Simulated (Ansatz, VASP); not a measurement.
C in VASP and in Ansatz

Contents of INCAR:

```
SYSTEM = C
ALGO = Normal
DIPOL = 0.5 0.5 0.352
EDIFF = 1E-6
ENCUT = 520
GGA = PE
IDIPOL = 3
ISIF = 2
ISMEAR = 0
IVDW = 12
LASPH = .TRUE.
LCHARG = .FALSE.
LDIPOL = .TRUE.
LREAL = .FALSE.
LWAVE = .FALSE.
NBANDS = 16
NELM = 100
PREC = Accurate
SIGMA = 0.1
```

KPOINTS

```
k-points
0
G
  15 15 1
  0 0 0
```

POSCAR

```
C
1.0
    2.4656524413      0.0000000000      0.0000000000
   -1.2328262206      2.1353176511      0.0000000000
    0.0000000000      0.0000000000     17.5000663888
C
4
Direct
    0.6666666667      0.3333333333      0.2571437785
    0.3333333333      0.6666666667      0.2571418816
    0.8333333333      0.6666666667      0.4462878149
    0.5000000000      1.0000000000      0.4462859181
```

Input for Ansatz:

```yaml
crystal:
  lattice:
    - [2.4656524413, 0.0, 0.0]
    - [-1.2328262206, 2.1353176511, 0.0]
    - [0.0, 0.0, 17.5000663888]
  atoms:
    - { symbol: C, position: [0.6666666667, 0.3333333333, 0.2571437785] }
    - { symbol: C, position: [0.3333333333, 0.6666666667, 0.2571418816] }
    - { symbol: C, position: [0.8333333333, 0.6666666667, 0.4462878149] }
    - { symbol: C, position: [0.5, 1.0, 0.4462859181] }
basis:
  ecutwfc: 420
kpoints:
  mp_grid: { grid: [15, 15, 1] }
hamiltonian:
  xc: pbe
  pseudopotentials: { kind: paw, azcp: { folder: soft_1 } }
  dispersion: d3bj
scf:
  occupations: { method: gaussian, width: 0.1 }
output:
  forces: true
  eigenvalues: true
efield:
  axis: 3
  dipole_correction: true
  ramp_width: 0.04
```

Alike in both runs: task single point; functional PBE; dispersion D3(BJ); k mesh 15 × 15 × 1; occupations gaussian, width 0.1 eV; no spin polarisation.

```csv
,VASP,Ansatz
version,VASP 6.6.1,Ansatz 0.2.0
potentials or method,"VASP PAW PBE potentials, release 64 (C), cutoff 520 eV","scalar-relativistic, plane waves, PAW"
valence electrons in the cell,16,16
```

|  | VASP | Ansatz | Ansatz less VASP |
| --- | --- | --- | --- |
| gap on the k mesh at the Fermi level (eV) | 0.48 | 0.48 | 0.000 |
| least direct gap on the mesh (eV) | 0.48 | 0.48 | 0.000 |
| rms of the force components (eV/Å) | 0.022 | 0.022 | -0.0001 |

Atom by atom the forces differ by 0.000 eV/Å (rms over components).
